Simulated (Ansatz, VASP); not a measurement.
**One calculation of SrO, two programs**

```
Sr O
1.0
     0.00000    2.56630    2.56630
     2.56630    0.00000    2.56630
     2.56630    2.56630    0.00000
Sr O
1 1
Direct
  0.50000 0.50000 0.50000
  0.00000 0.00000 0.00000
```

Alike in both runs: task relaxation of cell and atoms; functional revPBE; k mesh 9 × 9 × 9; occupations fermi-dirac, width 0.05 eV; no spin polarisation.

|  | VASP | Ansatz |
| --- | --- | --- |
| version | VASP 6.6.1 | Ansatz 0.2.0 |
| potentials or method | VASP PAW PBE potentials, release 64 (Sr_sv, O) | Ansatz PAW |
| plane-wave cutoff (eV) | 600 | 420 |
| valence electrons in the cell | 16 | 16 |

```csv
,VASP,Ansatz,Ansatz less VASP
"gap on the k mesh at the Fermi level, each at its own relaxed structure (eV)",3.43,3.48,+0.043
relaxed volume (Å³/atom),18.08,17.98,-0.096
relaxed cell length with the largest relative difference (Å),3.712,3.705,-0.0066
```

VASP's potentials were made for PBE, not for revPBE.

Noted on Ansatz's run: odd divisions of the mesh miss points on the zone boundary, where band edges often lie, so the gap on the mesh can be too wide; the plane-wave basis is chosen anew once the cell has moved, so the energies of steps on either side of that aren't comparable.
